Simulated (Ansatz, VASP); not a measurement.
Two plane-wave programs on Ag

File INCAR:

```
  PREC = Accurate
  ENCUT = 520
  EDIFF = 1E-6
  ISMEAR = -1
  SIGMA = 0.1
  LREAL = F
  LASPH = T
  NELM = 80
  ALGO = Normal
  ISIF = 2
  LWAVE = F
  LCHARG = F
  GGA = PE
  NBANDS = 30
```

File KPOINTS:

```
regular mesh
0
Gamma
  16 16 5
```

The input POSCAR:

```
Ag
1.0
    3.0343859335      0.0000000000      0.0000000000
   -1.5171929668      2.6278553033      0.0000000000
    0.0000000000      0.0000000000     10.0267316435
Ag
4
Direct
    0.3333333333      0.6666666667      0.2500000000
    0.6666666667      0.3333333333      0.7500000000
    0.0000000000      0.0000000000      0.0000000000
    0.0000000000      0.0000000000      0.5000000000
```

Input for Ansatz:

```yaml
crystal:
  lattice:
    - [3.0343859335, 0.0, 0.0]
    - [-1.5171929668, 2.6278553033, 0.0]
    - [0.0, 0.0, 10.0267316435]
  atoms:
    - { symbol: Ag, position: [0.3333333333, 0.6666666667, 0.25] }
    - { symbol: Ag, position: [0.6666666667, 0.3333333333, 0.75] }
    - { symbol: Ag, position: [0.0, 0.0, 0.0] }
    - { symbol: Ag, position: [0.0, 0.0, 0.5] }
hamiltonian:
  xc: pbe
  pseudopotentials:
    kind: paw
    azcp:
      Ag: "pseudopotentials/Ag.paw.azcp"
basis:
  ecutwfc: 420
  fft_grid_basis: typed
kpoints:
  mp_grid: { grid: [16, 16, 5], shift: [0, 0, 0] }
magnetization:
  spin_polarized: false
scf:
  occupations: { method: fermi_dirac, width: 0.1 }
output:
  stress: true
```

Alike in both runs: task single point; functional PBE; k mesh 16 × 16 × 5; occupations fermi-dirac, width 0.1 eV; no spin polarisation.

|  | VASP | Ansatz |
| --- | --- | --- |
| version | VASP 6.6.1 | Ansatz 0.2.0 |
| potentials or method | VASP PAW PBE potentials, release 64 (Ag), cutoff 520 eV | plane waves (420 eV) with PAW, scalar-relativistic |
| valence electrons in the cell | 44 | 76 |

```tsv
	VASP	Ansatz	Ansatz less VASP
pressure (GPa)	-7.4	-7.3	+0.03
traceless stress, the component that is largest in VASP (GPa)	-0.41	-0.41	0.000
```

VASP's potentials hold 44 valence electrons a cell and Ansatz's 76, so a difference there can come from the potentials and not from the codes.
